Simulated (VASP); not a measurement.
A run of VASP 6.6.1 is set up as follows.

Contents of INCAR:

```
SYSTEM = Cd
ALGO = Normal ; EDIFF = 1E-6
ENCUT = 630 ; GGA = CA
GGA_COMPAT = .FALSE. ; ISIF = 2
ISMEAR = -1 ; LASPH = .TRUE.
LCHARG = .FALSE. ; LREAL = .FALSE.
LWAVE = .FALSE. ; NBANDS = 27
NELM = 120 ; PREC = Accurate
SIGMA = 0.05
```

The input KPOINTS:

```
k-points
0
G
  9 9 4
  0 0 0
```

POSCAR

```
Cd
1.0
    2.9082345046      0.0000000000      0.0000000000
   -1.4541172523      2.5186049612      0.0000000000
    0.0000000000      0.0000000000      5.4844433843
Cd
2
Direct
    0.3333333333      0.6666666667      0.2500000000
    0.6666666667      0.3333333333      0.7500000000
```

Potentials or basis: VASP PAW LDA potentials, release 64 (Cd_sv_GW).

Launch:

```console
$ cat potpaw_LDA.64/Cd_sv_GW/POTCAR > POTCAR
$ mpirun -np 1 vasp_std > vasp.out
```

Problem. Estimate the band gap on the k mesh.

Solution. Zero (bands 20 and 21 overlap by 4.06 eV).

Problem. What does it give for the pressure?

Solution. -0.1 GPa.

Stress tensor (GPa, compression positive):
```
-0.70  0.00  0.00
 0.00 -0.70  0.00
 0.00  0.00  1.10
```
